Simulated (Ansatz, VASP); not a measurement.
One calculation of GaP, two programs

Contents of INCAR:

```
SYSTEM = GaP
PREC = Accurate
ENCUT = 520
EDIFF = 1E-6
ISMEAR = 0
SIGMA = 0.01
LREAL = .FALSE.
LASPH = .TRUE.
NELM = 100
ALGO = Normal
ISIF = 2
LWAVE = .FALSE.
LCHARG = .FALSE.
NBANDS = 16
```

Contents of KPOINTS:

```
Automatic mesh
0
G
  8 8 8
  0 0 0
```

The input POSCAR:

```
GaP
1.0
    0.0000000000      2.6775579547      2.6775579547
    2.6775579547      0.0000000000      2.6775579547
    2.6775579547      2.6775579547      0.0000000000
Ga P
1 1
Direct
    0.0000000000      0.0000000000      0.0000000000
    0.7500000000      0.7500000000      0.7500000000
```

Input for Ansatz:

```yaml
crystal:
  lattice:
    - [0.0, 2.6775579547, 2.6775579547]
    - [2.6775579547, 0.0, 2.6775579547]
    - [2.6775579547, 2.6775579547, 0.0]
  atoms:
    - { symbol: Ga, position: [0.0, 0.0, 0.0] }
    - { symbol: P, position: [0.75, 0.75, 0.75] }
basis:
  ecutwfc: 420
kpoints:
  mp_grid: { grid: [8, 8, 8] }
hamiltonian:
  xc: lda
scf:
  occupations: { method: fixed }
output:
  forces: true
  stress: true
  eigenvalues: true
```

Alike in both runs: task single point; functional LDA; k mesh 8 × 8 × 8; no spin polarisation.

```csv
,VASP,Ansatz
version,VASP 6.6.1,Ansatz 0.2.0
potentials or method,"VASP PAW LDA potentials, release 64 (Ga_d, P), cutoff 520 eV","scalar-relativistic, plane waves, PAW"
occupations,"gaussian, width 0.01 eV",fixed
valence electrons in the cell,18,18
```

Ansatz gave:

```
gap on the k mesh at the Fermi level (eV) : 1.39
least direct gap on the mesh (eV)         : 2.05
pressure (GPa)                            : 1.9
```

**Question.** Which values does VASP return?

**Answer.** gap on the k mesh at the Fermi level (eV): 1.39; least direct gap on the mesh (eV): 2.08; pressure (GPa): 2.0.

LDA's correlation is that of Perdew and Zunger in VASP and of Perdew and Wang (1992) in Ansatz.
